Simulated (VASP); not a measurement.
**Ir: relaxation of cell and atoms with PBE**

Crystal: Ir.

```
Ir
1.0
     2.49000    0.00000    0.00000
     0.00000    2.49000    0.00000
     0.00000    0.00000    2.49000
Ir
1
Direct
  0.00000 0.00000 0.00000
```

- Program: VASP 6.6.1
- Task: relaxation of cell and atoms
- Functional: PBE
- Potentials or basis: VASP PAW PBE potentials, release 64 (Ir)
- Cutoff: 600 eV
- k mesh: 10 × 10 × 10
- Occupations: fermi-dirac, width 0.05 eV
- Spin: no spin polarisation
- Dipole correction: no
- Further INCAR settings: ALGO = Normal; EDIFF = 1e-06; IBRION = 2; EDIFFG = -0.02; NSW = 80; ISIF = 3

```
Relaxed volume                         : 17.01 Å³/atom
Relaxed cell                           : a = 2.572 Å, b = 2.572 Å, c = 2.572 Å, α = 90.00°, β = 90.00°, γ = 90.00°
Space group after relaxing (to 0.05 Å) : Pm-3m (No. 221)
Energy gained by relaxing              : 137.6 meV/atom
Ionic steps                            : 5
Pressure after relaxing                : 0.0 GPa
```

The path:
| step | energy change (eV) | largest force (eV/Å) | pressure (GPa) | volume (Å³) |
| --- | --- | --- | --- | --- |
| 1 | 0.0000 | 0.0000 | 30.79 | 15.44 |
| 2 | 0.7504 | 0.0000 | -33.98 | 23.06 |
| 3 | -0.1355 | 0.0000 | -3.11 | 17.24 |
| 4 | -0.1376 | 0.0000 | -0.50 | 17.05 |
| 5 | -0.1376 | 0.0000 | 0.03 | 17.01 |

Final structure:
```
Ir
1.0
     2.57203    0.00000    0.00000
     0.00000    2.57203    0.00000
     0.00000    0.00000    2.57203
Ir
1
Cartesian
  0.0000 0.0000 0.0000
```

Levels at points of the mesh, in eV from the Fermi level:
```tsv
k point	band 1	band 2	band 3	band 4	band 5	band 6	band 7	band 8
(0.00, 0.00, 0.00)	-8.99	-5.83	-5.83	1.35	1.35	1.35	15.65	15.65
(0.50, 0.00, 0.00)	-6.04	-5.11	-1.37	-1.37	-0.80	1.62	5.92	16.43
(0.50, 0.50, 0.00)	-6.26	-4.58	-0.86	-0.86	3.39	4.59	4.59	11.32
(0.50, 0.50, 0.50)	-5.03	-5.03	-5.03	3.58	3.58	9.40	10.80	10.80
```

It took 9.7 s on 1 thread of Intel(R) Xeon(R) 6975P-C (Granite Rapids), with other jobs on the host, peak memory 0.14 GiB.

Caveat: spin-orbit coupling is left out, which moves the levels of the heavy elements.
